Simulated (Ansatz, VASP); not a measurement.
LiNbO3: VASP beside Ansatz

```
CELL_PARAMETERS angstrom
3.87417 0.00000 0.00000
0.00000 3.93317 0.00000
0.00000 0.00000 3.93317
ATOMIC_POSITIONS crystal
Li 0.00000 0.00000 0.00000
Nb 0.50000 0.50000 0.50000
O 0.50000 0.50000 0.00000
O 0.50000 0.00000 0.50000
O 0.00000 0.50000 0.50000
```

Change from the starting cell: uniaxial_x strain -1.5%.

Alike in both runs: task single point; functional PBE; k mesh 6 × 6 × 6; occupations fermi-dirac, width 0.02 eV; no spin polarisation.

```csv
,VASP,Ansatz
version,VASP 6.6.1,Ansatz 0.2.0
potentials or method,"VASP PAW PBE potentials, release 64 (Li_sv, Nb_sv, O)","plane waves, PAW"
plane-wave cutoff (eV),520,420
valence electrons in the cell,34,34
```

|  | VASP | Ansatz | Ansatz less VASP |
| --- | --- | --- | --- |
| gap on the k mesh at the Fermi level (eV) | 1.73 | 1.76 | +0.022 |

Noted on VASP's run: the cutoff is under 1.25 times that of the potentials, so the pressure is a little rough.
